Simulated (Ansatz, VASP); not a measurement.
# Two plane-wave programs on Ta3H

INCAR

```
ALGO = Normal
DIPOL = 0.5 0.5 0.347
EDIFF = 1E-7
ENCUT = 520
GGA = PE
IDIPOL = 3
ISIF = 2
ISMEAR = 0
ISPIN = 2
LASPH = T
LCHARG = F
LDIPOL = T
LMAXMIX = 4
LORBIT = 11
LREAL = F
LWAVE = F
MAGMOM = 0 0 0 1
NBANDS = 29
NELM = 150
PREC = Accurate
SIGMA = 0.1
```

KPOINTS

```
k-points
0
Gamma
  10 10 1
```

Contents of POSCAR:

```
Ta3H
1.0
    2.8743098520      0.0000000000      0.0000000000
   -0.9581032840      2.7099253168      0.0000000000
    0.0000000000      0.0000000000     21.5266897253
Ta H
3 1
Direct
    0.5000000000      0.5000000000      0.1858158431
    0.0000000000      0.0000000000      0.2909732295
    0.5000000000      0.5000000000      0.3960985100
    1.0000000000      1.0000000000      0.5154851892
```

Input for Ansatz:

```yaml
crystal:
  lattice:
    - [2.874309852, 0.0, 0.0]
    - [-0.958103284, 2.7099253168, 0.0]
    - [0.0, 0.0, 21.5266897253]
  atoms:
    - { symbol: Ta, position: [0.5, 0.5, 0.1858158431] }
    - { symbol: Ta, position: [0.0, 0.0, 0.2909732295] }
    - { symbol: Ta, position: [0.5, 0.5, 0.39609851] }
    - { symbol: H, position: [1.0, 1.0, 0.5154851892], spin: 1.0 }
basis:
  ecutwfc: 420
kpoints:
  mp_grid: { grid: [10, 10, 1] }
hamiltonian:
  xc: pbe
  pseudopotentials: { kind: paw, azcp: { folder: soft_1 } }
scf:
  occupations: { method: gaussian, width: 0.1 }
output:
  forces: true
  eigenvalues: true
  populations: true
magnetization:
  spin_polarized: true
efield:
  axis: 3
  dipole_correction: true
  ramp_width: 0.04
```

Alike in both runs: task single point; functional PBE; k mesh 10 × 10 × 1; occupations gaussian, width 0.1 eV; collinear spin.

```csv
,VASP,Ansatz
version,VASP 6.6.1,Ansatz 0.2.0
potentials or method,"VASP PAW PBE potentials, release 64 (Ta_pv, H), cutoff 520 eV","scalar-relativistic, plane waves, PAW"
valence electrons in the cell,34,40
```

Ansatz gave:

| Property | Result |
| --- | --- |
| gap on the k mesh at the Fermi level (eV) | none |
| rms of the force components (eV/Å) | 0.728 |
| net moment per atom (μB) | 0.00 |
| size of the moment on the site where the two differ most (μB) | 0.06 |

**Question.** What did VASP give for the same quantities?

**Answer.** gap on the k mesh at the Fermi level (eV): none; rms of the force components (eV/Å): 0.728; net moment per atom (μB): 0.00; size of the moment on the site where the two differ most (μB): 0.03.

Site moments also hang on the region over which each program counts them. Atom by atom the forces differ by 0.002 eV/Å (rms over components). A gap of «none» marks a metal or a gap that the smearing closes. VASP's potentials hold 34 valence electrons a cell and Ansatz's 40, so a difference there can come from the potentials and not from the codes. Ansatz's warnings: seeded moment not kept.

Spin-orbit coupling is off throughout.
